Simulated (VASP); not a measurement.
Set up this calculation in VASP 6.6.1, as the native input.

- Task: single point
- Functional: PBE
- Potentials or basis: VASP PAW PBE potentials, release 64 (Si, W_sv)
- Cutoff: 520 eV
- k mesh: 14 × 14 × 3
- Occupations: gaussian, width 0.15 eV
- Spin: no spin polarisation
- Dipole correction: no
- Further INCAR settings: ALGO = Fast; EDIFF = 1e-06; NBANDS = 56

The structure of Si2W lies in POSCAR:

```
Si2W
1.0
   -3.2289953163      0.0000000000      0.0000000000
    0.0000000000     -3.2289953163      0.0000000000
   -0.3228995316      0.0000000000     15.7336556345
Si W
8 4
Direct
    0.4707712797      0.5000000000      0.2922872027
    0.9957712797      1.0000000000      0.0422872027
    0.4207712797      0.5000000000      0.7922872027
    0.9457712797      1.0000000000      0.5422872027
    0.4542287203      0.5000000000      0.4577127973
    0.9792287203      1.0000000000      0.2077127973
    0.4042287203      0.5000000000      0.9577127973
    0.9292287203      1.0000000000      0.7077127973
    0.4375000000      0.5000000000      0.6250000000
    0.9625000000      1.0000000000      0.3750000000
    0.4875000000      0.5000000000      0.1250000000
    0.9125000000      1.0000000000      0.8750000000
```

This cell differs from its parent crystal: the part above a cut slid along it.

One way to write it, as run:

INCAR

```
SYSTEM = Si2W
ALGO     = Fast           ! electronic algorithm
EDIFF    = 1E-6           ! SCF threshold, eV
ENCUT    = 520            ! plane-wave cutoff, eV
GGA      = PE             ! functional
ISIF     = 2              ! what is computed and relaxed
ISMEAR   = 0              ! smearing method
LASPH    = .True.         ! aspherical terms in the spheres
LCHARG   = .False.        ! write CHGCAR
LREAL    = .False.        ! projectors in reciprocal space
LWAVE    = .False.        ! write WAVECAR
NBANDS   = 56             ! bands
NELM     = 100            ! most SCF steps
PREC     = Accurate       ! precision mode
SIGMA    = 0.15           ! smearing width, eV
```

KPOINTS

```
k-points
0
Gamma
  14 14 3
  0 0 0
```

Potentials or basis: VASP PAW PBE potentials, release 64 (Si, W_sv).

Run with:

```console
$ cat potpaw_PBE.64/Si/POTCAR potpaw_PBE.64/W_sv/POTCAR > POTCAR
$ mpirun -np 1 vasp_std > vasp.out
```

It gave:

| Item | Value |
| --- | --- |
| Pressure | 0.6 GPa |
| Largest force | 1.075 eV/Å |
| Band gap on the k mesh | zero (bands 44 and 45 overlap by 1.04 eV) |

Caveat: the cell differs from its parent crystal (the part above a cut slid along it); spin-orbit coupling is left out, which moves the levels of the heavy elements; forces of over 1 eV/Å act on the atoms, so gaps and moduli don't describe the material at rest.

Run time: 36 min on 1 thread of Oxide Virtual Turin-like Processor, on a shared host, peak memory 1.1 GiB.
